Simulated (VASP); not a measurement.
# Zr (Fd-3m) in VASP: a series of runs, part 2 of 2

VASP 6.6.1. Earlier steps stand in the parts before.

## 3. Single point, PBEsol (volume scaled by 0.88)

Contents of INCAR:

```
SYSTEM = Zr
PREC     = Accurate       ! precision mode
ENCUT    = 520            ! plane-wave cutoff, eV
EDIFF    = 1E-6           ! SCF threshold, eV
ISMEAR   = -1             ! smearing method
SIGMA    = 0.1            ! smearing width, eV
LREAL    = .False.        ! projectors in reciprocal space
LASPH    = .True.         ! aspherical terms in the spheres
NELM     = 80             ! most SCF steps
ALGO     = Normal         ! electronic algorithm
ISIF     = 2              ! what is computed and relaxed
LWAVE    = .False.        ! write WAVECAR
LCHARG   = .True.         ! write CHGCAR
GGA      = PS             ! functional
LELF     = .True.         ! ELF
LVHAR    = .True.       
NBANDS   = 19             ! bands
```

Contents of KPOINTS:

```
regular mesh
0
Gamma
  10 10 10
  0 0 0
```

Contents of POSCAR:

```
Zr
1.0
    0.0000000000      2.9442943008      2.9442943008
    2.9442943008      0.0000000000      2.9442943008
    2.9442943008      2.9442943008      0.0000000000
Zr
2
Direct
    0.1250000000      0.1250000000      0.1250000000
    0.8750000000      0.8750000000      0.8750000000
```

Potentials or basis: VASP PAW PBE potentials, release 64 (Zr_sv).

Started as:

```bash
cat potpaw_PBE.64/Zr_sv/POTCAR > POTCAR
mpirun -np 1 vasp_std > vasp.out
```

OUTCAR:

```text
SYSTEM = Zr
   PREC = Accurate
   ENCUT = 520
   EDIFF = 1E-6
   ISMEAR = -1
   LREAL = .False.
   LASPH = .True.
   NELM = 80
   ISIF = 2
   GGA = PS

 ion  position               nearest neighbor table
   1  0.125  0.125  0.125-   2 2.55   2 2.55   2 2.55   2 2.55
   2  0.875  0.875  0.875-   1 2.55   1 2.55   1 2.55   1 2.55

  LATTYP: Found a face centered cubic cell.
 ALAT       =     5.8885886016

  Lattice vectors:

 A1 = (   0.0000000000,   2.9442943008,   2.9442943008)
 A2 = (   2.9442943008,   0.0000000000,   2.9442943008)
 A3 = (   2.9442943008,   2.9442943008,   0.0000000000)

Analysis of symmetry for initial positions (statically):
=====================================================================
 Subroutine PRICEL returns:
 Original cell was already a primitive cell.

 Routine SETGRP: Setting up the symmetry group for a
 face centered cubic supercell.

 Subroutine GETGRP returns: Found 48 space group operations
 (whereof 12 operations were pure point group operations)
 out of a pool of 48 trial point group operations.

The static configuration has the point symmetry D_3d.
[... 153 lines left out ...]

 Free energy of the ion-electron system (eV)
  ---------------------------------------------------
  ext. energy  EPLUGINS =         0.00000000
  ---------------------------------------------------
  free energy    TOTEN  =       -13.22112610 eV

  energy without entropy =      -13.08433797  energy(sigma->0) =      -13.15273204

 E-fermi :   7.2958     XC(G=0): -10.4773

 val. band max:        7.2870528512   @ k =   0.1000   0.0000   0.0000
 cond. band min:       7.2963863352   @ k =  -0.4000   0.4000   0.2000
 fundamental gap:      0.0093334840
 Fermi energy:         7.2957698515

 k-point     1 :       0.0000    0.0000    0.0000
  band No.  band energies     occupation
      1     -41.6039      2.00000
      2     -40.5394      2.00000
      3     -20.0840      2.00000
      4     -20.0840      2.00000
      5     -20.0840      2.00000
      6     -18.5442      2.00000
[... 505 lines left out ...]
      6     -18.9598      2.00000
[... 11 lines left out ...]
     18      11.3711      0.00000
     19      13.8485      0.00000

 [... further k-points ...]
[... 5 lines left out ...]
  --------------------------------------------------------------------------------------
  -------------------------------------------------------------------------------------
  Total        1.9587640      1.9587640      1.9587640      0.0000000     -0.0000000      0.0000000
  in kB       61.4779026     61.4779026     61.4779026      0.0000000     -0.0000000      0.0000000
  external PRESSURE =      61.4779026 kB  Pullay stress =       0.0000000 kB

 VOLUME and BASIS-vectors are now :
 -----------------------------------------------------------------------------
  energy-cutoff  :      520.00
  volume of cell :       51.05
      direct lattice vectors                 reciprocal lattice vectors
     0.000000000  2.944294301  2.944294301    -0.169819980  0.169819980  0.169819980
     2.944294301  0.000000000  2.944294301     0.169819980 -0.169819980  0.169819980
     2.944294301  2.944294301  0.000000000     0.169819980  0.169819980 -0.169819980

 POSITION                                       TOTAL-FORCE (eV/Angst)
 -----------------------------------------------------------------------------------
      0.73607      0.73607      0.73607        -0.000000     -0.000000     -0.000000
      5.15252      5.15252      5.15252         0.000000      0.000000      0.000000
 -----------------------------------------------------------------------------------
    total drift:                                0.000000      0.000000     -0.000000

  FREE ENERGIE OF THE ION-ELECTRON SYSTEM (eV)
  ---------------------------------------------------
  free  energy   TOTEN  =       -13.2211260999 eV

  energy  without entropy=      -13.0843379714  energy(sigma->0) =      -13.15273204
```

OSZICAR:

```text
N       E                     dE             d eps       ncg     rms          rms(c)
DAV:   1     0.228054521820E+03    0.22805E+03   -0.13233E+04  1786   0.123E+03
DAV:   2     0.180625423135E+01   -0.22625E+03   -0.22205E+03  2109   0.368E+02
DAV:   3    -0.129826784318E+02   -0.14789E+02   -0.14383E+02  3301   0.689E+01
DAV:   4    -0.133629185214E+02   -0.38024E+00   -0.36986E+00  2143   0.104E+01
DAV:   5    -0.133756485585E+02   -0.12730E-01   -0.12707E-01  2533   0.137E+00    0.184E+01
DAV:   6    -0.132052968961E+02    0.17035E+00   -0.48249E-01  2148   0.453E+00    0.891E+00
DAV:   7    -0.132186945733E+02   -0.13398E-01   -0.23165E-01  3013   0.285E+00    0.155E+00
DAV:   8    -0.132214100359E+02   -0.27155E-02   -0.30680E-02  2330   0.131E+00    0.144E-01
DAV:   9    -0.132210954796E+02    0.31456E-03   -0.19714E-03  2221   0.282E-01    0.105E-01
DAV:  10    -0.132211261809E+02   -0.30701E-04   -0.22217E-04  2371   0.150E-01    0.165E-02
DAV:  11    -0.132211260999E+02    0.80999E-07   -0.71606E-06  2608   0.161E-02
   1 F= -.13221126E+02 E0= -.13152732E+02  d E =-.136788E+00
```

It took 14 s on 1 thread of Intel Xeon 6975P-C (Granite Rapids), shared host; peak memory 0.18 GiB.

What came out:

* Free energy: -13.2211 eV
* Pressure: 6.1 GPa
* Band gap on the k mesh: zero (band 12 reaches 7.55 eV, above the bottom of band 13 at 6.97 eV)

Levels at points of the mesh, in eV from the Fermi level:
```csv
k point,band 10,band 11,band 12,band 13,band 14,band 15
"(0.00, 0.00, 0.00)",-1.31,-1.31,0.02,0.02,0.02,2.55
"(0.50, 0.00, 0.00)",-1.53,-1.14,-1.14,-0.32,-0.32,1.28
"(0.50, 0.50, 0.00)",-2.46,-0.27,-0.27,1.05,1.05,1.78
```

Caveat: the PAW data sets were made with another functional, which shifts forces and pressure a little.

## 4. Single point, PBEsol (volume scaled by 0.92)

Contents of INCAR:

```
PREC = Accurate
ENCUT = 520
EDIFF = 1E-6
ISMEAR = -1
SIGMA = 0.1
LREAL = F
LASPH = T
NELM = 80
ALGO = Normal
ISIF = 2
LWAVE = F
LCHARG = T
GGA = PS
LELF = T
LVHAR = T
NBANDS = 19
```

Contents of KPOINTS:

```
Automatic mesh
0
Gamma
  10 10 10
```

Contents of POSCAR:

```
Zr
1.0
    0.0000000000      2.9882454715      2.9882454715
    2.9882454715      0.0000000000      2.9882454715
    2.9882454715      2.9882454715      0.0000000000
Zr
2
Direct
    0.1250000000      0.1250000000      0.1250000000
    0.8750000000      0.8750000000      0.8750000000
```

Started as:

```bash
cat potpaw_PBE.64/Zr_sv/POTCAR > POTCAR
mpirun -np 1 vasp_std > vasp.out
```

Run time: 18 s. Hardware: 1 thread of Intel Xeon 6975P-C (Granite Rapids), shared host; peak memory 0.19 GiB.

Results (log left out):

```yaml
Free_energy: -13.2933 eV
Pressure: 3.7 GPa
Band_gap_on_the_k_mesh: zero (band 12 reaches 7.01 eV, above the bottom of band 13 at 6.56 eV)
```

Levels at points of the mesh, in eV from the Fermi level:
```csv
k point,band 9,band 10,band 11,band 12,band 13,band 14,band 15,band 16
"(0.00, 0.00, 0.00)",-4.32,-1.17,-1.17,0.02,0.02,0.02,2.44,2.44
"(0.50, 0.00, 0.00)",-1.56,-1.49,-1.02,-1.02,-0.27,-0.27,1.14,3.73
"(0.50, 0.50, 0.00)",-2.28,-2.28,-0.20,-0.20,0.85,0.85,1.78,1.78
```

Caveat: the PAW data sets were made with another functional, which shifts forces and pressure a little.

## 5. The runs side by side

```csv
cell,k mesh,gap on the mesh (eV),pressure (GPa)
"a = 4.345 Å, angles 60.0°, 2 atoms",9 × 9 × 9,none,0.1
"a = 4.164 Å, angles 60.0°, 2 atoms",10 × 10 × 10,none,6.1
"a = 4.226 Å, angles 60.0°, 2 atoms",10 × 10 × 10,none,3.7
```

Alike in all rows: task single point; level PBEsol; potentials or basis VASP PAW PBE potentials, release 64 (Zr_sv); no spin polarisation; cutoff (eV) 520; smearing fermi-dirac 0.1 eV.

Caveats: the PAW data sets were made with another functional, which shifts forces and pressure a little.

Absolute energies hang on the potentials; compare differences alone.
